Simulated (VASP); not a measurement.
Wanted: the native input for a VASP 6.6.1 run.

- Task: single point
- Functional: PBE
- Dispersion: D3(BJ)
- Potentials or basis: VASP PAW PBE potentials, release 64 (C_h, O_h)
- Cutoff: 1000 eV
- k mesh: 1 × 1 × 1
- Occupations: fermi-dirac, width 0.05 eV
- Spin: no spin polarisation
- Dipole correction: no
- Further INCAR settings: LREAL = Auto; ALGO = Normal; EDIFF = 1e-06; NBANDS = 101

The structure of CO2 lies in POSCAR:

```
CO2
1.0
    8.4061180000      0.0000000000      0.0000000000
    0.0000000000      8.4061180000      0.0000000000
    0.0000000000      0.0000000000      8.4061180000
C O
10 20
Direct
    0.5511580970      0.6474689030      0.4548710832
    0.7444696827      0.3059438376      0.5935914771
   -0.0535205430      0.6242001361      0.3187797269
    0.3349108352      0.9876497094      1.0055295441
    0.6059158342      0.3139261190      0.1070648782
    0.0872459797      0.8906846180      0.6048451854
    0.2451785711      0.3386462098      0.6545470811
    0.7644313344      0.9165824225      0.8298598711
    0.9958104324      0.5668490497      0.9159757215
    0.5171114657      1.0087652826      0.4167797787
    0.5257599287      0.6259250703      0.3174830522
    0.5859541824      0.6550348211      0.5882501293
    0.7717355383      0.2572887985      0.7218552012
    0.7182982680      0.3583342513      0.4607001710
    0.0306800357      0.5767941873      0.4193136475
   -0.1479993500      0.6846204157      0.2356735892
    0.2864818219      0.9369604376      1.1226942091
    0.3896209880      1.0436803290      0.8918028512
    0.4911779730      0.2491280755      0.1451085983
    0.7176320865      0.3888834299      0.0655831860
    0.1112760968      0.8481798614      0.7369394529
    0.0595756567      0.9346050103      0.4771405779
    0.1395412246      0.2755968926      0.7166328143
    0.3614510289      0.3756906577      0.5947216063
    0.7643956461      0.9430155513      0.9620493074
    0.7680834364      0.9146790469      0.6895572962
    1.1126063184      0.5210728662      0.9662248377
    0.8763498205      0.6179427888      0.8748152239
    0.6331460015      0.9736004182      0.3514702030
    0.4026591109      1.0378750334      0.4923318945
```

One way to write it, as run:

INCAR

```
SYSTEM = CO2
PREC = Accurate ; ENCUT = 1000
EDIFF = 1E-6 ; ISMEAR = -1
SIGMA = 0.05 ; LREAL = Auto
LASPH = .TRUE. ; NELM = 120
ALGO = Normal ; ISIF = 2
LWAVE = .FALSE. ; LCHARG = .FALSE.
GGA = PE ; IVDW = 12
NBANDS = 101 ; GGA_COMPAT = .FALSE.
```

KPOINTS

```
regular mesh
0
G
  1 1 1
  0 0 0
```

Potentials or basis: VASP PAW PBE potentials, release 64 (C_h, O_h).

Run with:

```bash
$ cat potpaw_PBE.64/C_h/POTCAR potpaw_PBE.64/O_h/POTCAR > POTCAR
$ mpirun -np 1 vasp_gam > vasp.out
```

It gave:

* Pressure: 1.6 GPa
* Largest force: 4.349 eV/Å
* Dispersion energy per atom: -0.052 eV

Caveat: the k points lie up to 0.75 Å⁻¹ apart.

Run time: 3.3 min on 1 thread of Intel(R) Xeon(R) 6975P-C (Granite Rapids), on a shared host, peak memory 1.2 GiB.
